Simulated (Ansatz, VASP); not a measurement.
**One calculation of SnTe, two programs**

```xyz
4
Lattice="2.9079 0.0000 0.0000 -1.4539 2.5183 0.0000 0.0000 0.0000 10.4815" Properties=species:S:1:pos:R:3 pbc="T T T"
Sn    0.0000    1.6789    0.6247
Sn    1.4539    0.8394    5.8655
Te    0.0000    1.6789    3.3163
Te    1.4539    0.8394    8.5571
```

Alike in both runs: task single point; functional PBE; k mesh 10 × 10 × 5; occupations fermi-dirac, width 0.08 eV; no spin polarisation.

|  | VASP | Ansatz |
| --- | --- | --- |
| version | VASP 6.6.1 | Ansatz 0.2.0 |
| potentials or method | VASP PAW PBE potentials, release 64 (Sn_d, Te), cutoff 520 eV | all-electron LAPW, scalar-relativistic |

Ansatz gave:

| Property | Result |
| --- | --- |
| rms of the force components (eV/Å) | 0.000 |

Which values does VASP return?

rms of the force components (eV/Å): 0.008.

Atom by atom the forces differ by 0.008 eV/Å (rms over components). Ansatz ran all-electron here, and VASP with PAW potentials.

Neither program's run includes spin-orbit coupling.
